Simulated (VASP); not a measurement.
Here is a VASP 6.6.1 calculation.

The input INCAR:

```
SYSTEM = CdS
PREC = Accurate
ENCUT = 520
EDIFF = 1E-6
ISMEAR = 0
SIGMA = 0.01
LREAL = .False.
LASPH = .True.
NELM = 80
ALGO = Normal
ISIF = 2
LWAVE = .False.
LCHARG = .False.
GGA = CA
NBANDS = 26
```

File KPOINTS:

```
Automatic mesh
0
Gamma
  12 12 4
  0 0 0
```

The input POSCAR:

```
CdS
1.0
    3.8410415951      0.0000000000      0.0000000000
   -1.9205207975      3.3264395983      0.0000000000
    0.0000000000      0.0000000000      6.4452705832
Cd S
2 2
Direct
    0.0000000000      0.0000000000      0.0000000000
    0.0000000000      0.0000000000      0.5000000000
    0.3333333333      0.6666666667      0.2500000000
    0.6666666667      0.3333333333      0.7500000000
```

Potentials or basis: VASP PAW LDA potentials, release 64 (Cd, S).

Command:

```console
$ cat potpaw_LDA.64/Cd/POTCAR potpaw_LDA.64/S/POTCAR > POTCAR
$ mpirun -np 1 vasp_std > vasp.out
```

(1) Estimate the pressure.

(2) Predict the band gap on the k mesh.

## Answers

(1) -4.3 GPa.

(2) 0.40 eV.

Caveat: the cell stands under tension.
